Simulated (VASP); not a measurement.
Crystal: Sb.

```xyz
1
Lattice="0.0000 2.3712 2.3712 2.3712 0.0000 2.3712 2.3712 2.3712 0.0000" Properties=species:S:1:pos:R:3 pbc="T T T"
Sb    0.0000    0.0000    0.0000
```

```yaml
Program: VASP 6.6.1
Task: relaxation of cell and atoms
Functional: RPBE
Dispersion: D3(BJ)
Potentials_or_basis: VASP PAW PBE potentials, release 64 (Sb)
Cutoff: 600 eV
k_mesh: 10 × 10 × 10
Occupations: fermi-dirac, width 0.05 eV
Spin: no spin polarisation
```

At the start: pressure -21.9 GPa; volume 26.67 Å³/atom.

Question: How do energy, volume and symmetry change on relaxing?

Answer: Over 5 steps the energy falls by 632.4 meV/atom and the volume is 19.93 Å³/atom (-25.2 %); space group Fm-3m (No. 225, to 0.05 Å).

Step by step:
```tsv
step	energy change (eV)	largest force (eV/Å)	pressure (GPa)	volume (Å³)
1	0.0000	0.0000	-21.91	26.67
2	0.4625	0.0000	90.91	14.92
3	-0.6284	0.0000	-3.07	20.34
4	-0.6319	0.0000	-1.11	20.07
5	-0.6324	0.0000	0.03	19.93
```

Final structure:
```
CELL_PARAMETERS angstrom
0.00000 2.15203 2.15203
2.15203 0.00000 2.15203
2.15203 2.15203 0.00000
ATOMIC_POSITIONS crystal
Sb 0.00000 0.00000 0.00000
```

Caveat: the volume moved by over 15 % at a fixed basis, so the end points are rough; the PAW data sets were made with another functional, which shifts forces and pressure a little; pairwise dispersion overbinds metals, which lowers pressure and volume.
